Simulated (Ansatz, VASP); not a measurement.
# One calculation of CdS, two programs

Contents of INCAR:

```
SYSTEM = CdS
ALGO     = Normal         ! electronic algorithm
EDIFF    = 1E-6           ! SCF threshold, eV
ENCUT    = 500            ! plane-wave cutoff, eV
GGA      = PS             ! functional
GGA_COMPAT= .FALSE.      
ISIF     = 2              ! what is computed and relaxed
ISMEAR   = 0              ! smearing method
LASPH    = .TRUE.         ! aspherical terms in the spheres
LCHARG   = .FALSE.        ! write CHGCAR
LREAL    = .FALSE.        ! projectors in reciprocal space
LWAVE    = .FALSE.        ! write WAVECAR
NBANDS   = 16             ! bands
NELM     = 120            ! most SCF steps
PREC     = Accurate       ! precision mode
SIGMA    = 0.01           ! smearing width, eV
```

The input KPOINTS:

```
k-points
0
G
  4 4 4
  0 0 0
```

The input POSCAR:

```
CdS
1.0
    0.0000000000      2.7532450000      2.7532450000
    2.7532450000      0.0000000000      2.7532450000
    2.7532450000      2.7532450000      0.0000000000
Cd S
1 1
Direct
    0.0000000000      0.0000000000      0.0000000000
    0.5000000000      0.5000000000      0.5000000000
```

Input for Ansatz:

```yaml
crystal:
  lattice:
    bravais: fcc
    a: 5.50649
  space_group: 225
  atoms:
    - { symbol: Cd, position: [0.0, 0.0, 0.0] }
    - { symbol: S, position: [0.5, 0.0, 0.0] }
  reduce_to_primitive: true
kpoints:
  mp_grid:
    grid: [4, 4, 4]
hamiltonian:
  xc: pbesol
scf:
  occupations:
    method: fixed
output:
  eigenvalues: true
```

Alike in both runs: task single point; functional PBEsol; k mesh 4 × 4 × 4; no spin polarisation.

|  | VASP | Ansatz |
| --- | --- | --- |
| version | VASP 6.6.1 | Ansatz 0.2.0 |
| potentials or method | VASP PAW PBE potentials, release 64 (Cd, S) | plane waves, PAW |
| plane-wave cutoff (eV) | 500 | 420 |
| occupations | gaussian, width 0.01 eV | fixed |
| valence electrons in the cell | 18 | 26 |

```csv
,VASP,Ansatz,Ansatz less VASP
gap on the k mesh at the Fermi level (eV),0.08,0.09,+0.006
```

VASP's potentials were made for PBE, not for PBEsol. VASP's potentials hold 18 valence electrons a cell and Ansatz's 26, so a difference there can come from the potentials and not from the codes.

The k mesh is coarse, so the values compare programs but aren't converged.
